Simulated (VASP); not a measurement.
Write the native input for VASP 6.6.1 that does the following.

| Quantity | Value |
| --- | --- |
| Task | single point |
| Functional | HSE06 |
| Potentials or basis | VASP PAW PBE potentials, release 64 (Sn_d, O) |
| Cutoff | 520 eV |
| k mesh | 4 × 4 × 4 |
| Occupations | fermi-dirac, width 0.02 eV |
| Spin | no spin polarisation |
| Dipole correction | no |
| Grid for exact exchange (PRECFOCK) | Normal |
| Further INCAR settings | ALGO = Normal; EDIFF = 1e-06; NBANDS = 17 |
| Screening parameter | 0.2079 1/Å |

Crystal: SnO.

```
CELL_PARAMETERS angstrom
0.00000 2.70821 2.70821
2.70821 0.00000 2.70821
2.70821 2.70821 0.00000
ATOMIC_POSITIONS crystal
Sn 0.00000 0.00000 0.00000
O 0.25000 0.25000 0.25000
```

One way to write it, as run:

POSCAR

```
SnO
1.0
    0.0000000000      2.7082147176      2.7082147176
    2.7082147176      0.0000000000      2.7082147176
    2.7082147176      2.7082147176      0.0000000000
Sn O
1 1
Direct
    0.0000000000      0.0000000000      0.0000000000
    0.2500000000      0.2500000000      0.2500000000
```

INCAR.step1

```
ALGO = Normal ; EDIFF = 1E-5
ENCUT = 520 ; GGA = PE
ISIF = 2 ; ISMEAR = -1
LASPH = T ; LREAL = F
LWAVE = T ; NBANDS = 17
NELM = 80 ; PREC = Accurate
SIGMA = 0.02
```

INCAR.step2

```
ALGO = Normal ; EDIFF = 1E-6
ENCUT = 520 ; GGA = PE
HFSCREEN = 0.2079 ; ISIF = 2
ISMEAR = -1 ; ISTART = 1
LASPH = T ; LCHARG = T
LELF = T ; LHFCALC = T
LREAL = F ; LVHAR = T
LWAVE = F ; NBANDS = 17
NELM = 80 ; PREC = Accurate
PRECFOCK = Normal ; SIGMA = 0.02
```

KPOINTS

```
k-points
0
Gamma
  4 4 4
```

Potentials or basis: VASP PAW PBE potentials, release 64 (Sn_d, O).

Command:

```bash
$ cat potpaw_PBE.64/Sn_d/POTCAR potpaw_PBE.64/O/POTCAR > POTCAR
$ cp INCAR.step1 INCAR
$ mpirun -np 1 vasp_std > vasp.out
$ cp INCAR.step2 INCAR
$ mpirun -np 1 vasp_std > vasp.out
```

Results of the run:

| Item | Value |
| --- | --- |
| Pressure | -0.7 GPa |
| Band gap on the k mesh | zero (band 10 reaches 5.95 eV, above the bottom of band 11 at 5.72 eV) |

Caveat: the k points lie up to 0.50 Å⁻¹ apart; the PAW data sets were made with another functional, which shifts forces and pressure a little; spin-orbit coupling is left out, which moves the levels of the heavy elements.

It took 5 min on 1 thread of Intel(R) Xeon(R) 6975P-C (Granite Rapids), with other jobs on the host, peak memory 0.27 GiB.
